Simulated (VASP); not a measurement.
Write the native input for VASP 6.6.1 that does the following.

```yaml
Task: relaxation of cell and atoms
Functional: PBE
Potentials_or_basis: VASP PAW PBE potentials, release 64 (Ge_d)
Cutoff: 600 eV
k_mesh: 6 × 6 × 6
Occupations: fermi-dirac, width 0.02 eV
Spin: no spin polarisation
Target_pressure: 30 GPa
Dipole_correction: no
Further_INCAR_settings: ALGO = Normal; EDIFF = 1e-06; IBRION = 2; EDIFFG = -0.02; NSW = 50; ISIF = 3
```

The structure of Ge lies in POSCAR:

```
Ge
1.0
    0.0000000000      2.8289100000      2.8289100000
    2.8289100000      0.0000000000      2.8289100000
    2.8289100000      2.8289100000      0.0000000000
Ge
2
Direct
    0.0000000000      0.0000000000      0.0000000000
    0.2500000000      0.2500000000      0.2500000000
```

One way to write it, as run:

INCAR

```
SYSTEM = Ge
PREC = Accurate
ENCUT = 600
EDIFF = 1E-6
ISMEAR = -1
SIGMA = 0.02
LREAL = .FALSE.
LASPH = .TRUE.
NELM = 80
ALGO = Normal
ISIF = 3
LWAVE = .FALSE.
LCHARG = .FALSE.
GGA = PE
IBRION = 2
NSW = 50
EDIFFG = -0.02
PSTRESS = 300.0
```

KPOINTS

```
regular mesh
0
G
  6 6 6
  0 0 0
```

Potentials or basis: VASP PAW PBE potentials, release 64 (Ge_d).

Launch:

```bash
$ cat potpaw_PBE.64/Ge_d/POTCAR > POTCAR
$ mpirun -np 1 vasp_std > vasp.out
```

It gave:

* Relaxed volume: 18.30 Å³/atom
* Relaxed cell: a = 3.727 Å, b = 3.727 Å, c = 3.727 Å, α = 60.00°, β = 60.00°, γ = 60.00°
* Space group after relaxing (to 0.05 Å): Fd-3m (No. 227)
* Energy change on relaxing (the enthalpy is what falls): +385.8 meV/atom
* Ionic steps: 8
* Pressure after relaxing: 29.8 GPa
* Band gap on the k mesh: 0.33 eV, indirect (least direct gap 2.13 eV)

Caveat: the cell is relaxed towards a set pressure, so the enthalpy falls and the energy may rise; the volume moved by over 15 % at a fixed basis, so the end points are rough.

Run time: 43 s on 1 thread of Intel(R) Xeon(R) Platinum 8559C (Emerald Rapids), on a shared host, peak memory 0.19 GiB.
